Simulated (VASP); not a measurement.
Wanted: the native input for a VASP 6.6.1 run.

```yaml
Task: single point
Functional: PBE
Potentials_or_basis: VASP PAW PBE potentials, release 64 (Ga_d)
Cutoff: 520 eV
k_mesh: 12 × 12 × 10
Occupations: fermi-dirac, width 0.08 eV
Spin: no spin polarisation
Dipole_correction: no
Further_INCAR_settings: ALGO = Normal; EDIFF = 1e-07; NBANDS = 20
```

The structure of Ga lies in POSCAR:

```
Ga
1.0
    1.4304030031     -4.0100608329      0.0000000000
    1.4304030031      4.0100608329      0.0000000000
    0.0000000000      0.0000000000      3.1271569102
Ga
2
Direct
    0.8670000000      0.1330000000      0.2500000000
    0.1330000000      0.8670000000      0.7500000000
```

This cell differs from its parent crystal: volume scaled by 0.96.

The input as run:

INCAR

```
PREC = Accurate ; ENCUT = 520
EDIFF = 1E-7 ; ISMEAR = -1
SIGMA = 0.08 ; LREAL = F
LASPH = T ; NELM = 80
ALGO = Normal ; ISIF = 2
LWAVE = F ; LCHARG = F
GGA = PE ; NBANDS = 20
```

KPOINTS

```
Automatic mesh
0
Gamma
  12 12 10
```

Potentials or basis: VASP PAW PBE potentials, release 64 (Ga_d).

Command:

```sh
$ cat potpaw_PBE.64/Ga_d/POTCAR > POTCAR
$ mpirun -np 1 vasp_std > vasp.out
```

Results of the run:

The pressure is 4.2 GPa. The largest force is 0.218 eV/Å and the band gap on the k mesh is zero (band 13 reaches 11.32 eV, above the bottom of band 14 at 1.61 eV).

Run time: 3.6 min on 1 thread of Intel(R) Xeon(R) Platinum 8259CL CPU @ 2.50GHz (Skylake/Cascade Lake) (shared host), peak memory 0.27 GiB.
